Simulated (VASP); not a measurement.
# Ti (Cmcm) in VASP: notebook, part 2 of 2

VASP 6.6.1.

## (3) Single point, PBE (mode 4 frozen in at -0.154 Å and mode 5 at -0.154 Å (largest displacements))

Contents of INCAR:

```
PREC = Accurate
ENCUT = 520
EDIFF = 1E-6
ISMEAR = 0
SIGMA = 0.15
LREAL = False
LASPH = True
NELM = 80
ALGO = Fast
ISIF = 2
LWAVE = False
LCHARG = False
GGA = PE
NBANDS = 19
```

Contents of KPOINTS:

```
regular mesh
0
Gamma
  14 14 14
```

Contents of POSCAR:

```
Ti
1.0
    0.0000000000     -3.2552372153      0.0000000000
   -3.2552372153      0.0000000000      0.0000000000
    0.0000000000      0.0000000000     -3.2552372153
Ti
2
Direct
    0.5474312592      0.5474312592      0.5000000000
   -0.0474312592     -0.0474312592      0.0000000000
```

Potentials or basis: VASP PAW PBE potentials, release 64 (Ti_sv).

Command:

```console
$ cat potpaw_PBE.64/Ti_sv/POTCAR > POTCAR
$ mpirun -np 1 vasp_std > vasp.out
```

OUTCAR:

```text
PREC = Accurate
   ENCUT = 520
   EDIFF = 1E-6
   ISMEAR = 0
   LREAL = False
   LASPH = True
   NELM = 80
   ISIF = 2
   GGA = PE

 ion  position               nearest neighbor table
   1  0.547  0.547  0.500-   2 2.48   2 2.48   2 2.85   2 2.85   2 2.85   2 2.85
   2  0.953  0.953  0.000-   1 2.48   1 2.48   1 2.85   1 2.85   1 2.85   1 2.85

  LATTYP: Found a simple cubic cell.
 ALAT       =     3.2552372153

  Lattice vectors:

 A1 = (   0.0000000000,  -3.2552372153,   0.0000000000)
 A2 = (  -3.2552372153,   0.0000000000,   0.0000000000)
 A3 = (   0.0000000000,   0.0000000000,  -3.2552372153)

Analysis of symmetry for initial positions (statically):
=====================================================================
 Subroutine PRICEL returns:
 Original cell was already a primitive cell.

 Routine SETGRP: Setting up the symmetry group for a
 simple cubic supercell.

 Subroutine GETGRP returns: Found  8 space group operations
 (whereof  4 operations were pure point group operations)
 out of a pool of 48 trial point group operations.

The static configuration has the point symmetry C_2v.
 The point group associated with its full space group is D_2h.

Analysis of symmetry for dynamics (positions and initial velocities):
=====================================================================
 Subroutine PRICEL returns:
 Original cell was already a primitive cell.

 Routine SETGRP: Setting up the symmetry group for a
 simple cubic supercell.

 Subroutine GETGRP returns: Found  8 space group operations
 (whereof  4 operations were pure point group operations)
 out of a pool of 48 trial point group operations.

The dynamic configuration has the point symmetry C_2v.
 The point group associated with its full space group is D_2h.

 Subroutine INISYM returns: Found  8 space group operations
[... 106 lines left out ...]
   TEBEG  =    0.0;   TEEND  =   0.0 temperature during run
   PSTRESS=    0.0 pullay stress
   NELECT =      24.0000    total number of electrons
   NUPDOWN=      -1.0000    fix difference up-down
   EMIN   =  10.00;   EMAX   =-10.00  energy-range for DOS
   EFERMI =   0.00;   METHOD = LEGACY
   ISMEAR =     0;   SIGMA  =   0.15  broadening in eV -4-tet -1-fermi 0-gaus
   EFERMI_NEDOS =   21; number of points for ismear=-14 and -15
   IALGO  =     68    algorithm
   IMIX   =      4    mixing-type and parameters
     AMIX     =   0.40;   BMIX     =  1.00
     AMIX_MAG =   1.60;   BMIX_MAG =  1.00
  volume/ion in A,a.u.               =      17.25       116.39
  Fermi-wavevector in a.u.,A,eV,Ry     =   1.450650  2.741331 28.631897  2.104385
  Thomas-Fermi vector in A             =   2.568238
   LORBIT       =      0    0 simple, 1 ext, 2 COOP (PROOUT), +10 PAW based schemes
   GGA     = PE    functional components
   LHFCALC =     F    Hartree Fock is set to
   AEXX    =    0.0000 exact exchange contribution
   IVDW    =     0    specifies the selected vdW correction
   LEPSILON=     F    determine dielectric tensor
   LRPA    =     F    only Hartree local field effects (RPA)
 non-spin polarized calculation
 RMM-DIIS sequential band-by-band and
 Gauss-broadening in eV      SIGMA  =   0.15
  energy-cutoff  :      520.00
  volume of cell :       34.49
 maximum number of plane-waves:       952
   NGX = 13   NGY = 13   NGZ = 13

 number of electron      24.0000005 magnetization

 Free energy of the ion-electron system (eV)
  ---------------------------------------------------
  ext. energy  EPLUGINS =         0.00000000
  ---------------------------------------------------
  free energy    TOTEN  =       -14.96835688 eV

  energy without entropy =      -14.91552435  energy(sigma->0) =      -14.94194062

 E-fermi :   8.1086     XC(G=0): -11.4757

 val. band max:        8.1085550930   @ k =  -0.0714   0.3571   0.4286
 cond. band min:       8.1087725765   @ k =   0.0000   0.4286   0.2857
 fundamental gap:      0.0002174835
 Fermi energy:         8.1086286811

 k-point     1 :       0.0000    0.0000    0.0000
  band No.  band energies     occupation
      1     -48.3936      2.00000
      2     -48.0450      2.00000
      3     -24.8136      2.00000
      4     -24.8058      2.00000
      5     -24.5738      2.00000
      6     -24.2592      2.00000
[... 505 lines left out ...]
      6     -24.3192      2.00000
[... 11 lines left out ...]
     18      11.5027      0.00000
     19      12.1384      0.00000

 [... further k-points ...]
[... 5 lines left out ...]
  --------------------------------------------------------------------------------------
  -------------------------------------------------------------------------------------
  Total        0.3646906      0.3646906      1.5437392      0.8230072      0.0000000      0.0000000
  in kB       16.9389811     16.9389811     71.7028782     38.2266535      0.0000000      0.0000000
  external PRESSURE =      35.1936134 kB  Pullay stress =       0.0000000 kB

 VOLUME and BASIS-vectors are now :
 -----------------------------------------------------------------------------
  energy-cutoff  :      520.00
  volume of cell :       34.49
      direct lattice vectors                 reciprocal lattice vectors
     0.000000000 -3.255237215  0.000000000     0.000000000 -0.307197274  0.000000000
    -3.255237215  0.000000000  0.000000000    -0.307197274  0.000000000  0.000000000
     0.000000000  0.000000000 -3.255237215     0.000000000  0.000000000 -0.307197274

 POSITION                                       TOTAL-FORCE (eV/Angst)
 -----------------------------------------------------------------------------------
     -1.78202     -1.78202     -1.62762         1.723468      1.723468      0.000000
     -3.10084     -3.10084      0.00000        -1.723468     -1.723468      0.000000
 -----------------------------------------------------------------------------------
    total drift:                                0.000000     -0.000000      0.000000

  FREE ENERGIE OF THE ION-ELECTRON SYSTEM (eV)
  ---------------------------------------------------
  free  energy   TOTEN  =       -14.9683568837 eV

  energy  without entropy=      -14.9155243491  energy(sigma->0) =      -14.94194062
```

OSZICAR:

```text
N       E                     dE             d eps       ncg     rms          rms(c)
DAV:   1     0.251923172632E+03    0.25192E+03   -0.11940E+04 17328   0.154E+03
DAV:   2     0.969703987250E+01   -0.24223E+03   -0.23832E+03 17634   0.439E+02
DAV:   3    -0.158133639835E+02   -0.25510E+02   -0.25124E+02 32590   0.118E+02
[... 25 lines left out ...]
RMM:  29    -0.149683527677E+02   -0.16577E-05   -0.19935E-05 23720   0.243E-02    0.619E-03
RMM:  30    -0.149683541772E+02   -0.14095E-05   -0.17014E-05 22406   0.218E-02    0.663E-03
RMM:  31    -0.149683553463E+02   -0.11691E-05   -0.13762E-05 22813   0.199E-02    0.779E-03
RMM:  32    -0.149683561990E+02   -0.85274E-06   -0.10663E-05 21582   0.182E-02    0.820E-03
RMM:  33    -0.149683568837E+02   -0.68469E-06   -0.91832E-06 22121   0.168E-02
   1 F= -.14968357E+02 E0= -.14941941E+02  d E =-.528325E-01
```

It took 3 min on 1 thread of Intel Xeon 6975P-C (Granite Rapids), shared host; peak memory 0.33 GiB.

What came out:

| Quantity | Value |
| --- | --- |
| Free energy | -14.9684 eV |
| Pressure | 3.5 GPa |
| Largest force | 2.437 eV/Å |
| Band gap on the k mesh | zero (band 12 reaches 8.88 eV, above the bottom of band 13 at 7.67 eV) |

Forces in eV/Å, atoms in the order of the input:
```
Ti   1.723  1.723  0.000
Ti  -1.723 -1.723  0.000
```

Caveat: the cell differs from its parent crystal (mode 4 frozen in at -0.154 Å and mode 5 at -0.154 Å (largest displacements)); forces of over 1 eV/Å act on the atoms, so gaps and moduli don't describe the material at rest.
